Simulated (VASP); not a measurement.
# W (a cell with a defect) in VASP: single point with PBE+D3(BJ)

Aim: the single point of W (a cell with a defect) with PBE+D3(BJ).

Program: VASP 6.6.1. These are calculated values, not measurements. Logs are shortened: lines on timing, memory, paths and dates and some standing lists are left out, and cuts for length are marked.

**1. The cell of the first run**

The cell holds a defect, 15 atoms: a = 6.320 Å, b = 6.320 Å, c = 6.320 Å, α = 90.00°, β = 90.00°, γ = 90.00°.

**2. Single point, PBE+D3(BJ)**

The input, INCAR:

```
PREC     = Accurate       # precision mode
ENCUT    = 520            # plane-wave cutoff, eV
EDIFF    = 1E-7           # SCF threshold, eV
ISMEAR   = 0              # smearing method
SIGMA    = 0.05           # smearing width, eV
LREAL    = Auto         
LASPH    = True           # aspherical terms in the spheres
NELM     = 100            # most SCF steps
ALGO     = Normal         # electronic algorithm
ISIF     = 2              # what is computed and relaxed
LWAVE    = False          # write WAVECAR
LCHARG   = False          # write CHGCAR
GGA      = PE             # functional
IVDW     = 12             # dispersion correction
NBANDS   = 118            # bands
```

The input, KPOINTS:

```
regular mesh
0
Gamma
  3 3 3
```

The input, POSCAR:

```
W
1.0
    6.3200000000      0.0000000000      0.0000000000
    0.0000000000      6.3200000000      0.0000000000
    0.0000000000      0.0000000000      6.3200000000
W
15
Direct
   -0.1343995253      0.1336613924     -0.1344128165
    0.4916590190     -0.0054919304      0.0052050633
    0.0049278481      0.5073762658      0.0050389241
    0.0050870253     -0.0054240506      0.4917920886
    0.2451947785      0.2464697785      0.2451283228
    0.5040272152      0.4953628165     -0.0011593354
    0.5043454114      0.0008408228      0.5044492089
    0.7464875000      0.2532612342      0.2566403481
   -0.0012099684      0.4953849684      0.5041840190
    0.2518424051      0.7478174051      0.2519965190
    0.2568060127      0.2533096519      0.7464560127
    0.5010806962      0.4987544304      0.5011482595
    0.7531979430      0.7546594937      0.2450368671
    0.2449212025      0.7547704114      0.7532928797
    0.7464068038      0.7429210443      0.7464844937
```

Potentials or basis: VASP PAW PBE potentials, release 64 (W_sv).

On the command line:

```
> cat potpaw_PBE.64/W_sv/POTCAR > POTCAR
> mpirun -np 1 vasp_std > vasp.out
```

OUTCAR:

```text
PREC = Accurate
   ENCUT = 520
   EDIFF = 1E-7
   ISMEAR = 0
   LREAL = Auto
   LASPH = True
   NELM = 100
   ISIF = 2
   GGA = PE
   IVDW = 12
 IVDW          = 12

 ion  position               nearest neighbor table
   1  0.866  0.134  0.866-   3 2.67   4 2.67   2 2.67  15 2.69   8 2.69  11 2.69   7 3.34   9 3.34
                             6 3.34  14 3.46  13 3.46   5 3.47
   2  0.492  0.995  0.005-   1 2.67  10 2.68   5 2.69  14 2.69  13 2.71  11 2.75   8 2.79  15 2.79
                             6 3.16   7 3.16   7 3.17   6 3.17
   3  0.005  0.507  0.005-   1 2.67  10 2.68  13 2.70  14 2.70   5 2.71  15 2.75   8 2.79  11 2.79
                             6 3.16   9 3.16   9 3.17   6 3.17
   4  0.005  0.995  0.492-   1 2.67  10 2.68  13 2.70   5 2.70  14 2.71   8 2.75  15 2.79  11 2.79
                             9 3.16   7 3.16   7 3.17   9 3.17
   5  0.245  0.246  0.245-   2 2.69   4 2.70   3 2.71   6 2.75   9 2.75  12 2.79   7 2.79  10 3.15
                            11 3.15   8 3.15  10 3.17   8 3.17  11 3.17   1 3.47
   6  0.504  0.495  0.999-  11 2.71  15 2.71   8 2.71   5 2.75  13 2.75  10 2.77  14 2.79  12 3.15
                             3 3.16   2 3.16   2 3.17   3 3.17  12 3.17   1 3.34
   7  0.504  0.001  0.504-  11 2.71  15 2.71   8 2.71  14 2.75  13 2.75  10 2.77   5 2.79  12 3.15
                             2 3.16   4 3.16   4 3.17   2 3.17  12 3.17   1 3.34
   8  0.746  0.253  0.257-  12 2.68   1 2.69   9 2.71   7 2.71   6 2.71   4 2.75   3 2.79   2 2.79
                            13 3.15   5 3.15   5 3.17  13 3.17
   9  0.999  0.495  0.504-   8 2.71  15 2.71  11 2.71   5 2.75  14 2.75  10 2.76  13 2.79  12 3.15
                             3 3.16   4 3.16   4 3.17   3 3.17  12 3.17   1 3.34
  10  0.252  0.748  0.252-   2 2.68   4 2.68   3 2.68  12 2.73   9 2.76   6 2.77   7 2.77  13 3.15
                             5 3.15  14 3.15  14 3.17   5 3.17  13 3.17
  11  0.257  0.253  0.746-  12 2.68   1 2.69   6 2.71   7 2.71   9 2.71   2 2.75   3 2.79   4 2.79
                            14 3.15   5 3.15   5 3.17  14 3.17
  12  0.501  0.499  0.501-  15 2.68  11 2.68   8 2.68  10 2.73  13 2.79   5 2.79  14 2.79   6 3.15
                             9 3.15   7 3.15   7 3.17   9 3.17   6 3.17
  13  0.753  0.755  0.245-   4 2.70   3 2.70   2 2.71   7 2.75   6 2.75  12 2.79   9 2.79  15 3.15
                            10 3.15   8 3.15  10 3.17   8 3.17  15 3.17   1 3.46
  14  0.245  0.755  0.753-   2 2.69   3 2.70   4 2.71   7 2.75   9 2.75   6 2.79  12 2.79  15 3.15
                            11 3.15  10 3.15  10 3.17  11 3.17  15 3.17   1 3.46
  15  0.746  0.743  0.746-  12 2.68   1 2.69   9 2.71   7 2.71   6 2.71   3 2.75   4 2.79   2 2.79
                            14 3.15  13 3.15  13 3.17  14 3.17

  LATTYP: Found a simple cubic cell.
 ALAT       =     6.3200000000

  Lattice vectors:

 A1 = (   6.3200000000,   0.0000000000,   0.0000000000)
 A2 = (   0.0000000000,   6.3200000000,   0.0000000000)
 A3 = (   0.0000000000,   0.0000000000,   6.3200000000)

Analysis of symmetry for initial positions (statically):
=====================================================================
 Subroutine PRICEL returns:
 Original cell was already a primitive cell.

 Routine SETGRP: Setting up the symmetry group for a
 simple cubic supercell.

 Subroutine GETGRP returns: Found  1 space group operations
 (whereof  1 operations were pure point group operations)
 out of a pool of 48 trial point group operations.

The static configuration has the point symmetry C_1 .

Analysis of symmetry for dynamics (positions and initial velocities):
=====================================================================
 Subroutine PRICEL returns:
 Original cell was already a primitive cell.

 Routine SETGRP: Setting up the symmetry group for a
 simple cubic supercell.

 Subroutine GETGRP returns: Found  1 space group operations
 (whereof  1 operations were pure point group operations)
 out of a pool of 48 trial point group operations.

The dynamic configuration has the point symmetry C_1 .

 Subroutine INISYM returns: Found  1 space group operations
 (whereof  1 operations are pure point group operations),
 and found     1 'primitive' translations

----------------------------------------------------------------------------------------

                                     Primitive cell

  volume of cell :     252.4360

  direct lattice vectors                    reciprocal lattice vectors
     6.320000000  0.000000000  0.000000000     0.158227848  0.000000000  0.000000000
     0.000000000  6.320000000  0.000000000     0.000000000  0.158227848  0.000000000
     0.000000000  0.000000000  6.320000000     0.000000000  0.000000000  0.158227848

  length of vectors
     6.320000000  6.320000000  6.320000000     0.158227848  0.158227848  0.158227848

  position of ions in fractional coordinates (direct lattice)
     0.865600475  0.133661392  0.865587183
     0.491659019  0.994508070  0.005205063
     0.004927848  0.507376266  0.005038924
     0.005087025  0.994575949  0.491792089
     0.245194779  0.246469778  0.245128323
     0.504027215  0.495362816  0.998840665
     0.504345411  0.000840823  0.504449209
[... 36 lines left out ...]

  Cartesian coordinates                     Fractional coordinates (reciprocal lattice)
     0.052742616  0.000000000  0.000000000     0.333333333  0.000000000  0.000000000
     0.000000000  0.052742616  0.000000000     0.000000000  0.333333333  0.000000000
     0.000000000  0.000000000  0.052742616     0.000000000  0.000000000  0.333333333

  Length of vectors
     0.052742616  0.052742616  0.052742616

  Shift w.r.t. Gamma in fractional coordinates (k-lattice)
     0.000000000  0.000000000  0.000000000

 Subroutine IBZKPT returns following result:
 ===========================================

 Found     14 irreducible k-points:

 Following reciprocal coordinates:
            Coordinates               Weight
  0.000000  0.000000  0.000000      1.000000
  0.333333  0.000000  0.000000      2.000000
  0.000000  0.333333  0.000000      2.000000
  0.000000  0.000000  0.333333      2.000000
  0.333333  0.333333  0.000000      2.000000
  0.000000  0.333333  0.333333      2.000000
  0.333333  0.000000  0.333333      2.000000
 -0.333333  0.333333  0.000000      2.000000
 -0.333333  0.000000  0.333333      2.000000
  0.000000 -0.333333  0.333333      2.000000
  0.333333  0.333333  0.333333      2.000000
 -0.333333  0.333333  0.333333      2.000000
 -0.333333 -0.333333  0.333333      2.000000
  0.333333 -0.333333  0.333333      2.000000
   k-points           NKPTS =     14   k-points in BZ     NKDIM =     14   number of bands    NBANDS=    118
   number of dos      NEDOS =    301   number of ions     NIONS =     15
   total plane-waves  NPLWV = 110592
   dimension x,y,z NGX =    48 NGY =   48 NGZ =   48
   dimension x,y,z NGXF=    96 NGYF=   96 NGZF=   96
   ions per type =              15
   NGX,Y,Z   is equivalent  to a cutoff of  12.63, 12.63, 12.63 a.u.
   NGXF,Y,Z  is equivalent  to a cutoff of  25.25, 25.25, 25.25 a.u.
 SYSTEM =  unknown system
   PREC   = accura    normal or accurate (medium, high low for compatibility)
   ISTART =      0    job   : 0-new  1-cont  2-samecut
   ICHARG =      2    charge: 1-file 2-atom 10-const
   ISPIN  =      1    spin polarized calculation?
   LNONCOLLINEAR =      F non collinear calculations
   LSORBIT =      F    spin-orbit coupling
   LASPH  =      T    aspherical Exc in radial PAW
   ENCUT  =  520.0 eV  38.22 Ry    6.18 a.u.  11.75 11.75 11.75*2*pi/ulx,y,z
   NELM   =    100;   NELMIN=  2; NELMDL= -5     # of ELM steps
   EDIFF  = 0.1E-06   stopping-criterion for ELM
   LREAL  =      T    real-space projection
   EDIFFG = 0.1E-05   stopping-criterion for IOM
   NSW    =      0    number of steps for IOM
   IBRION =     -1    ionic relax: 0-MD 1-quasi-New 2-CG
   NFREE  =      0    steps in history (QN), initial steepest desc. (CG)
   ISIF   =      2    stress and relaxation
   ISYM   =      2    0-nonsym 1-usesym 2-fastsym
   POTIM  = 0.5000    time-step for ionic-motion
   TEBEG  =    0.0;   TEEND  =   0.0 temperature during run
   PSTRESS=    0.0 pullay stress
   NELECT =     210.0000    total number of electrons
   NUPDOWN=      -1.0000    fix difference up-down
   EMIN   =  10.00;   EMAX   =-10.00  energy-range for DOS
   EFERMI =   0.00;   METHOD = LEGACY
   ISMEAR =     0;   SIGMA  =   0.05  broadening in eV -4-tet -1-fermi 0-gaus
   EFERMI_NEDOS =   21; number of points for ismear=-14 and -15
   IALGO  =     38    algorithm
   IMIX   =      4    mixing-type and parameters
     AMIX     =   0.40;   BMIX     =  1.00
     AMIX_MAG =   1.60;   BMIX_MAG =  1.00
  volume/ion in A,a.u.               =      16.83       113.57
  Fermi-wavevector in a.u.,A,eV,Ry     =   1.539681  2.909576 32.254225  2.370619
  Thomas-Fermi vector in A             =   2.645875
   LORBIT       =      0    0 simple, 1 ext, 2 COOP (PROOUT), +10 PAW based schemes
   GGA     = PE    functional components
   LHFCALC =     F    Hartree Fock is set to
   AEXX    =    0.0000 exact exchange contribution
   IVDW    =    12    specifies the selected vdW correction
   LEPSILON=     F    determine dielectric tensor
   LRPA    =     F    only Hartree local field effects (RPA)
 non-spin polarized calculation
 Gauss-broadening in eV      SIGMA  =   0.05
  energy-cutoff  :      520.00
  volume of cell :      252.44
 maximum number of plane-waves:      6859
   NGX = 23   NGY = 23   NGZ = 23

 number of electron     210.0000014 magnetization

 Free energy of the ion-electron system (eV)
  ---------------------------------------------------
  ext. energy  EPLUGINS =         0.00000000
  ---------------------------------------------------
  free energy    TOTEN  =      -189.29880691 eV

  energy without entropy =     -189.27885764  energy(sigma->0) =     -189.28883227

 E-fermi :  10.2752     XC(G=0): -13.2315

 val. band max:       10.2661864643   @ k =   0.0000   0.0000   0.0000
 cond. band min:      10.2826623880   @ k =   0.3333   0.0000   0.3333
 fundamental gap:      0.0164759237
 Fermi energy:        10.2752190806

 k-point     1 :       0.0000    0.0000    0.0000
  band No.  band energies     occupation
      1     -63.8252      2.00000
      2     -63.6177      2.00000
      3     -63.5594      2.00000
      4     -63.5590      2.00000
      5     -63.5548      2.00000
      6     -63.5547      2.00000
[... 1669 lines left out ...]
    116      12.3671      0.00000
    117      12.3770      0.00000
 [bands above 117 left out]

------------------------ aborting loop because EDIFF is reached ----------------------------------------

 Edisp (eV)   -9.80834

 E8    (eV) :    -5.0270

  FORCE on cell =-STRESS in cart. coord.  units (eV):
  Direction    XX          YY          ZZ          XY          YZ          ZX
  --------------------------------------------------------------------------------------
  -------------------------------------------------------------------------------------
  Total      -8.73330    -8.66349    -8.70111     3.20980     3.20446    -3.21575
  in kB     -55.42906   -54.98600   -55.22481    20.37218    20.33826   -20.40991
  external pressure =      -55.21 kB  Pullay stress =        0.00 kB

 VOLUME and BASIS-vectors are now :
 -----------------------------------------------------------------------------
  energy-cutoff  :      520.00
  volume of cell :      252.44
      direct lattice vectors                 reciprocal lattice vectors
     6.320000000  0.000000000  0.000000000     0.158227848  0.000000000  0.000000000
     0.000000000  6.320000000  0.000000000     0.000000000  0.158227848  0.000000000
     0.000000000  0.000000000  6.320000000     0.000000000  0.000000000  0.158227848

 POSITION                                       TOTAL-FORCE (eV/Angst)
 -----------------------------------------------------------------------------------
      5.47060      0.84474      5.47051         0.043182     -0.026479      0.046850
      3.10729      6.28529      0.03290         0.013160      0.014705     -0.013461
      0.03114      3.20662      0.03185        -0.006101      0.025946     -0.011383
      0.03215      6.28572      3.10813        -0.009829      0.013868      0.003949
      1.54963      1.55769      1.54921        -0.012832      0.001989     -0.002003
      3.18545      3.13069      6.31267         0.017101      0.001485      0.003242
      3.18746      0.00531      3.18812        -0.000332      0.004429     -0.006982
      4.71780      1.60061      1.62197        -0.007369     -0.005903      0.000991
      6.31235      3.13083      3.18644         0.001710     -0.002622      0.010517
      1.59164      4.72621      1.59262        -0.021735      0.004546     -0.023721
      1.62301      1.60092      4.71760        -0.016079     -0.006301     -0.002029
      3.16683      3.15213      3.16726         0.006118     -0.013158     -0.000607
      4.76021      4.76945      1.54863        -0.001711     -0.002095     -0.005375
      1.54790      4.77015      4.76081        -0.004609     -0.009898     -0.001593
      4.71729      4.69526      4.71778        -0.000674     -0.000511      0.001606
 -----------------------------------------------------------------------------------
    total drift:                               -0.002360      0.003408     -0.002118

  FREE ENERGIE OF THE ION-ELECTRON SYSTEM (eV)
  ---------------------------------------------------
  free  energy   TOTEN  =      -199.1071421223 eV

  energy  without entropy=     -199.0871928559  energy(sigma->0) =     -199.09716749
```

Wall time 11 min (1 thread of AMD EPYC 7R13 (Zen 3), shared host); peak memory 0.44 GiB.

What came out:

```
Free energy                : -199.1071 eV
Pressure                   : -5.5 GPa
Largest force              : 0.069 eV/Å
Band gap on the k mesh     : zero (bands 105 and 106 overlap by 0.14 eV)
Dispersion energy per atom : -0.654 eV
```

Forces on the atoms (eV/Å):
```
W    0.043 -0.026  0.047
W    0.013  0.015 -0.013
W   -0.006  0.026 -0.011
W   -0.010  0.014  0.004
W   -0.013  0.002 -0.002
W    0.017  0.001  0.003
W    0.000  0.004 -0.007
W   -0.007 -0.006  0.001
W    0.002 -0.003  0.011
W   -0.022  0.005 -0.024
W   -0.016 -0.006 -0.002
W    0.006 -0.013 -0.001
W   -0.002 -0.002 -0.005
W   -0.005 -0.010 -0.002
W   -0.001 -0.001  0.002
```

Stress tensor (GPa, compression positive):
```
-5.54  2.04 -2.04
 2.04 -5.50  2.03
-2.04  2.03 -5.52
```

Caveat: spin-orbit coupling is left out, which moves the levels of the heavy elements.
